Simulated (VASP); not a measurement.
## La: single point with PBE

La, in a box:

```
CELL_PARAMETERS angstrom
8.45000 0.00000 0.00000
0.00000 8.45000 0.00000
0.00000 0.00000 8.45000
ATOMIC_POSITIONS crystal
La 0.51000 0.52000 0.49000
```

* Program: VASP 6.6.1
* Task: single point
* Functional: PBE
* Potentials or basis: VASP PAW PBE potentials, release 64 (La)
* Cutoff: 400 eV
* k mesh: 1 × 1 × 1
* Occupations: fermi-dirac, width 0.1 eV
* Spin: no spin polarisation

```json
{
 "Gap between the frontier levels": "zero (an odd number of electrons rules out a gap without spin polarisation)"
}
```

Levels at points of the mesh, in eV from the Fermi level:
```
           k point  band 3  band 4  band 5  band 6  band 7  band 8
(0.00, 0.00, 0.00)  -18.67  -18.67   -0.55    0.21    0.21    0.26
```

It took 48 s on 1 thread of Intel(R) Xeon(R) Platinum 8375C CPU @ 2.90GHz (Ice Lake) (shared host), peak memory 0.4 GiB.

Caveat: spin-orbit coupling is left out, which moves the levels of the heavy elements.
